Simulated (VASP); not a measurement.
# Ru5Rh in VASP: single point with LDA

Aim: the single point of Ru5Rh with LDA.

Program: VASP 6.6.1. These are calculated values, not measurements. Logs are shortened: lines on timing, memory, paths and dates and some standing lists are left out, and cuts for length are marked.

## 1. The cell of the first run

The cell holds a slab with vacuum, 6 atoms: a = 2.675 Å, b = 4.224 Å, c = 21.406 Å, α = 90.00°, β = 90.00°, γ = 90.00°.

## 2. Single point, LDA

Input file INCAR:

```
  PREC = Accurate
  ENCUT = 520
  EDIFF = 1E-6
  ISMEAR = -1
  SIGMA = 0.1
  LREAL = False
  LASPH = True
  NELM = 60
  ALGO = Normal
  ISIF = 2
  LWAVE = False
  LCHARG = False
  LDIPOL = True
  IDIPOL = 3
  DIPOL = 0.5 0.5 0.500
  NBANDS = 52
```

Input file KPOINTS:

```
Automatic mesh
0
Gamma
  14 9 1
```

Input file POSCAR:

```
Ru5Rh
1.0
    2.6752164044      0.0000000000      0.0000000000
    0.0000000000      4.2244496844      0.0000000000
    0.0000000000      0.0000000000     21.4059000000
Rh Ru
1 5
Direct
    0.7500000000      0.7500000000      0.3798228800
    0.2500000000      0.2500000000      0.4094009660
    0.2500000000      0.7500000000      0.4830483120
    0.7500000000      0.2500000000      0.5169516878
    0.7500000000      0.7500000000      0.5905990341
    0.2500000000      0.2500000000      0.6201771202
```

Potentials or basis: VASP PAW LDA potentials, release 64 (Rh_pv, Ru_pv).

The run is started by

```sh
cat potpaw_LDA.64/Rh_pv/POTCAR potpaw_LDA.64/Ru_pv/POTCAR > POTCAR
mpirun -np 1 vasp_std > vasp.out
```

OUTCAR:

```text
PREC = Accurate
   ENCUT = 520
   EDIFF = 1E-6
   ISMEAR = -1
   LREAL = False
   LASPH = True
   NELM = 60
   ISIF = 2

 ion  position               nearest neighbor table
   1  0.750  0.750  0.380-   2 2.58   2 2.58   2 2.58   2 2.58   3 2.58   3 2.58
   2  0.250  0.250  0.409-   1 2.58   1 2.58   1 2.58   1 2.58   3 2.64   3 2.64   4 2.66   4 2.66

   3  0.250  0.750  0.483-   1 2.58   1 2.58   4 2.60   4 2.60   4 2.60   4 2.60   2 2.64   2 2.64
                             5 2.66   5 2.66
   4  0.750  0.250  0.517-   6 2.58   6 2.58   3 2.60   3 2.60   3 2.60   3 2.60   5 2.64   5 2.64
                             2 2.66   2 2.66
   5  0.750  0.750  0.591-   6 2.58   6 2.58   6 2.58   6 2.58   4 2.64   4 2.64   3 2.66   3 2.66

   6  0.250  0.250  0.620-   5 2.58   5 2.58   5 2.58   5 2.58   4 2.58   4 2.58

  LATTYP: Found a simple orthorhombic cell.
 ALAT       =     2.6752164044
 B/A-ratio  =     1.5791057791
 C/A-ratio  =     8.0015582907

  Lattice vectors:

 A1 = (   2.6752164044,   0.0000000000,   0.0000000000)
 A2 = (   0.0000000000,   4.2244496844,   0.0000000000)
 A3 = (   0.0000000000,   0.0000000000,  21.4059000000)

Analysis of symmetry for initial positions (statically):
=====================================================================
 Subroutine PRICEL returns:
 Original cell was already a primitive cell.

 Routine SETGRP: Setting up the symmetry group for a
 simple orthorhombic supercell.

 Subroutine GETGRP returns: Found  4 space group operations
 (whereof  1 operations were pure point group operations)
 out of a pool of  8 trial point group operations.

The static configuration has the point symmetry C_1 .
 The point group associated with its full space group is C_2v.

Analysis of symmetry for dynamics (positions and initial velocities):
=====================================================================
 Subroutine PRICEL returns:
 Original cell was already a primitive cell.

 Routine SETGRP: Setting up the symmetry group for a
 simple orthorhombic supercell.

 Subroutine GETGRP returns: Found  4 space group operations
 (whereof  1 operations were pure point group operations)
 out of a pool of  8 trial point group operations.

The dynamic configuration has the point symmetry C_1 .
 The point group associated with its full space group is C_2v.

 Subroutine INISYM returns: Found  4 space group operations
 (whereof  1 operations are pure point group operations),
 and found     1 'primitive' translations

----------------------------------------------------------------------------------------

                                     Primitive cell

  volume of cell :     241.9149

  direct lattice vectors                    reciprocal lattice vectors
     2.675216404  0.000000000  0.000000000     0.373801536  0.000000000  0.000000000
     0.000000000  4.224449684  0.000000000     0.000000000  0.236717223  0.000000000
     0.000000000  0.000000000 21.405900000     0.000000000  0.000000000  0.046716092

  length of vectors
     2.675216404  4.224449684 21.405900000     0.373801536  0.236717223  0.046716092

  position of ions in fractional coordinates (direct lattice)
     0.750000000  0.750000000  0.379822880
     0.250000000  0.250000000  0.409400966
     0.250000000  0.750000000  0.483048312
     0.750000000  0.250000000  0.516951688
     0.750000000  0.750000000  0.590599034
     0.250000000  0.250000000  0.620177120

  ion indices of the primitive-cell ions
   primitive index   ion index
                 1           1
                 2           2
                 3           3
                 4           4
                 5           5
                 6           6

----------------------------------------------------------------------------------------

 KPOINTS: Automatic mesh

Automatic generation of k-mesh.
 Grid dimensions read from file:
 generate k-points for:   14    9    1

 Generating k-lattice:

  Cartesian coordinates                     Fractional coordinates (reciprocal lattice)
     0.026700110  0.000000000  0.000000000     0.071428571  0.000000000  0.000000000
     0.000000000  0.026301914  0.000000000     0.000000000  0.111111111  0.000000000
     0.000000000  0.000000000  0.046716092     0.000000000  0.000000000  1.000000000

  Length of vectors
     0.026700110  0.026301914  0.046716092

  Shift w.r.t. Gamma in fractional coordinates (k-lattice)
     0.000000000  0.000000000  0.000000000

 Subroutine IBZKPT returns following result:
 ===========================================

 Found     40 irreducible k-points:

 Following reciprocal coordinates:
            Coordinates               Weight
  0.000000  0.000000  0.000000      1.000000
  0.071429  0.000000  0.000000      2.000000
  0.142857  0.000000  0.000000      2.000000
  0.214286  0.000000  0.000000      2.000000
  0.285714  0.000000  0.000000      2.000000
  0.357143  0.000000  0.000000      2.000000
[... 16 lines left out ...]
  0.428571  0.222222  0.000000      4.000000
  0.500000  0.222222  0.000000      2.000000
 [... further k-points ...]
   k-points           NKPTS =     40   k-points in BZ     NKDIM =     40   number of bands    NBANDS=     52
   number of dos      NEDOS =    301   number of ions     NIONS =      6
   total plane-waves  NPLWV = 102400
   dimension x,y,z NGX =    20 NGY =   32 NGZ =  160
   dimension x,y,z NGXF=    40 NGYF=   64 NGZF=  320
   ions per type =               1   5
   NGX,Y,Z   is equivalent  to a cutoff of  12.43, 12.59, 12.43 a.u.
   NGXF,Y,Z  is equivalent  to a cutoff of  24.86, 25.19, 24.85 a.u.
 SYSTEM =  unknown system
   PREC   = accura    normal or accurate (medium, high low for compatibility)
   ISTART =      0    job   : 0-new  1-cont  2-samecut
   ICHARG =      2    charge: 1-file 2-atom 10-const
   ISPIN  =      1    spin polarized calculation?
   LNONCOLLINEAR =      F non collinear calculations
   LSORBIT =      F    spin-orbit coupling
   LASPH  =      T    aspherical Exc in radial PAW
   ENCUT  =  520.0 eV  38.22 Ry    6.18 a.u.   4.97  7.85 39.80*2*pi/ulx,y,z
   NELM   =     60;   NELMIN=  2; NELMDL= -5     # of ELM steps
   EDIFF  = 0.1E-05   stopping-criterion for ELM
   LREAL  =      F    real-space projection
   EDIFFG = 0.1E-04   stopping-criterion for IOM
   NSW    =      0    number of steps for IOM
   IBRION =     -1    ionic relax: 0-MD 1-quasi-New 2-CG
   NFREE  =      0    steps in history (QN), initial steepest desc. (CG)
   ISIF   =      2    stress and relaxation
   ISYM   =      2    0-nonsym 1-usesym 2-fastsym
   POTIM  = 0.5000    time-step for ionic-motion
   TEBEG  =    0.0;   TEEND  =   0.0 temperature during run
   PSTRESS=    0.0 pullay stress
   NELECT =      85.0000    total number of electrons
   NUPDOWN=      -1.0000    fix difference up-down
   EMIN   =  10.00;   EMAX   =-10.00  energy-range for DOS
   EFERMI =   0.00;   METHOD = LEGACY
   ISMEAR =    -1;   SIGMA  =   0.10  broadening in eV -4-tet -1-fermi 0-gaus
   EFERMI_NEDOS =   21; number of points for ismear=-14 and -15
   IALGO  =     38    algorithm
   IMIX   =      4    mixing-type and parameters
     AMIX     =   0.40;   BMIX     =  1.00
     AMIX_MAG =   1.60;   BMIX_MAG =  1.00
  volume/ion in A,a.u.               =      40.32       272.09
  Fermi-wavevector in a.u.,A,eV,Ry     =   1.155208  2.183027 18.157058  1.334506
  Thomas-Fermi vector in A             =   2.291839
   LORBIT       =      0    0 simple, 1 ext, 2 COOP (PROOUT), +10 PAW based schemes
   GGA     = CA    functional components
   LHFCALC =     F    Hartree Fock is set to
   AEXX    =    0.0000 exact exchange contribution
   IVDW    =     0    specifies the selected vdW correction
   LEPSILON=     F    determine dielectric tensor
   LRPA    =     F    only Hartree local field effects (RPA)
 non-spin polarized calculation
  energy-cutoff  :      520.00
  volume of cell :      241.91
 maximum number of plane-waves:      6564
 NGX is ok and might be reduce to    20
   NGX =  9   NGY = 15   NGZ = 79

 dipolmoment           0.000000      0.000000      0.004551 electrons x Angstroem

 number of electron      84.9999990 magnetization

 dipolmoment           0.000000      0.000000     -0.008018 electrons x Angstroem

 Free energy of the ion-electron system (eV)
  ---------------------------------------------------
  ext. energy  EPLUGINS =         0.00000000
  ---------------------------------------------------
  free energy    TOTEN  =       -57.70833283 eV

  energy without entropy =      -57.46424222  energy(sigma->0) =      -57.58628753

 E-fermi :   0.7831     XC(G=0):  -5.7014

 val. band max:        0.7791990637   @ k =   0.0714   0.3333   0.0000
 cond. band min:       0.7987000367   @ k =   0.0000   0.1111   0.0000
 fundamental gap:      0.0195009730
 Fermi energy:         0.7831280470

 k-point     1 :       0.0000    0.0000    0.0000
  band No.  band energies     occupation
      1     -45.6003      2.00000
      2     -45.4040      2.00000
      3     -45.3819      2.00000
      4     -42.8224      2.00000
      5     -42.5298      2.00000
      6     -42.4053      2.00000
[... 44 lines left out ...]
     51       2.9835      0.00000
     52       3.0582      0.00000

 k-point     2 :       0.0714    0.0000    0.0000
  band No.  band energies     occupation
      1     -45.5959      2.00000
      2     -45.4051      2.00000
      3     -45.3998      2.00000
      4     -42.8081      2.00000
      5     -42.5224      2.00000
      6     -42.3925      2.00000
[... 44 lines left out ...]
     51       2.8598      0.00000
     52       3.3403      0.00000
[... 1153 lines left out ...]
     51       5.2367      0.00000
     52       6.4532      0.00000

 k-point    24 :       0.5000    0.2222    0.0000
  band No.  band energies     occupation
      1     -45.8159      2.00000
      2     -45.5214      2.00000
      3     -45.3545      2.00000
      4     -42.7519      2.00000
      5     -42.7228      2.00000
      6     -42.4698      2.00000
[... 44 lines left out ...]
     51       5.1802      0.00000
     52       5.2223      0.00000

 [... further k-points ...]

------------------------ aborting loop because EDIFF is reached ----------------------------------------

 vacuum level on the upper side and lower side of the slab       (xc-potential included)        -0.158        -0.045

  FORCE on cell =-STRESS in cart. coord.  units (eV):
  Direction    XX          YY          ZZ          XY          YZ          ZX
  --------------------------------------------------------------------------------------
  -------------------------------------------------------------------------------------
  Total       -4.3618271     -0.8787522     -0.0199472      0.0000000      0.0000000      0.0000000
  in kB      -28.8879336     -5.8198859     -0.1321085      0.0000000      0.0000000      0.0000000
  external PRESSURE =     -11.6133093 kB  Pullay stress =       0.0000000 kB

 VOLUME and BASIS-vectors are now :
 -----------------------------------------------------------------------------
  energy-cutoff  :      520.00
  volume of cell :      241.91
      direct lattice vectors                 reciprocal lattice vectors
     2.675216404  0.000000000  0.000000000     0.373801536  0.000000000  0.000000000
     0.000000000  4.224449684  0.000000000     0.000000000  0.236717223  0.000000000
     0.000000000  0.000000000 21.405900000     0.000000000  0.000000000  0.046716092

 POSITION                                       TOTAL-FORCE (eV/Angst)
 -----------------------------------------------------------------------------------
      2.00641      3.16834      8.13045         0.000000      0.000000     -0.201052
      0.66880      1.05611      8.76360         0.000000      0.000000     -0.027080
      0.66880      3.16834     10.34008         0.000000      0.000000      0.524610
      2.00641      1.05611     11.06582         0.000000      0.000000     -0.111133
      2.00641      3.16834     12.64230         0.000000      0.000000     -0.297504
      0.66880      1.05611     13.27545         0.000000      0.000000      0.112160
 -----------------------------------------------------------------------------------
    total drift:                                0.000000      0.000000     -0.000281

  FREE ENERGIE OF THE ION-ELECTRON SYSTEM (eV)
  ---------------------------------------------------
  free  energy   TOTEN  =       -57.7083328320 eV

  energy  without entropy=      -57.4642422200  energy(sigma->0) =      -57.58628753

 vacuum level on the upper side and lower side of the slab         5.966         6.074
```

It took 11 min on 1 thread of Intel Xeon Platinum 8488C (Sapphire Rapids), shared host; peak memory 0.51 GiB.

Results:

| Quantity | Value |
| --- | --- |
| Free energy | -57.7083 eV |
| Largest force | 0.525 eV/Å |
| Band gap on the k mesh | zero (an odd number of electrons rules out a gap without spin polarisation) |

Forces in eV/Å, atoms in the order of the input:
```
Rh   0.000  0.000 -0.201
Ru   0.000  0.000 -0.027
Ru   0.000  0.000  0.525
Ru   0.000  0.000 -0.111
Ru   0.000  0.000 -0.298
Ru   0.000  0.000  0.112
```
